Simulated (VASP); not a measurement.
Ge, 1 atom in the cell. Symmetry: Fm-3m, No. 225, cubic system. The conventional cell has a = 8.194 Å, b = 8.194 Å, c = 8.194 Å, α = 90.00°, β = 90.00°, γ = 90.00°. 

```yaml
Program: VASP 6.6.1
Task: single point
Functional: LDA
Potentials_or_basis: VASP PAW LDA potentials, release 64 (Ge_d)
Cutoff: 520 eV
k_mesh: 5 × 5 × 5
Occupations: fermi-dirac, width 0.1 eV
Spin: no spin polarisation
Dipole_correction: no
Further_INCAR_settings: ALGO = Normal; EDIFF = 1e-06; NBANDS = 13
```

Potentials or basis: VASP PAW LDA potentials, release 64 (Ge_d).

The run is started by

```sh
$ cat potpaw_LDA.64/Ge_d/POTCAR > POTCAR
$ mpirun -np 1 vasp_std > vasp.out
```

Hardware: 1 thread of AMD EPYC 7R13 (shared host).

Question: How long does it take, and how much memory?

Answer: It took 24 s on 1 thread of AMD EPYC 7R13 (shared host), peak memory 0.23 GiB. Counts: scf iterations 12, k points 10.
